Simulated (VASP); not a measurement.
K, 4 atoms in the cell. It takes space group Fm-3m (No. 225, cubic). The conventional cell has a = 6.579 Å, b = 6.579 Å, c = 6.579 Å, α = 90.00°, β = 90.00°, γ = 90.00°. This isn't the form of K at room conditions, which is bcc.

- Program: VASP 6.6.1
- Task: single point
- Functional: PBEsol
- Potentials or basis: VASP PAW PBE potentials, release 64 (K_sv)
- Cutoff: 520 eV
- k mesh: 8 × 8 × 8
- Occupations: gaussian, width 0.1 eV
- Spin: no spin polarisation
- Dipole correction: no
- Further INCAR settings: ALGO = Fast; EDIFF = 1e-06; NBANDS = 26

Potentials or basis: VASP PAW PBE potentials, release 64 (K_sv).

Launch:

```console
$ cat potpaw_PBE.64/K_sv/POTCAR > POTCAR
$ mpirun -np 1 vasp_std > vasp.out
```

Hardware: 1 thread of Oxide Virtual Turin-like Processor (shared host).

Estimate the wall time of this run.

It took 6.6 min on 1 thread of Oxide Virtual Turin-like Processor (shared host), peak memory 0.39 GiB. Counts: scf iterations 16, k points 35.
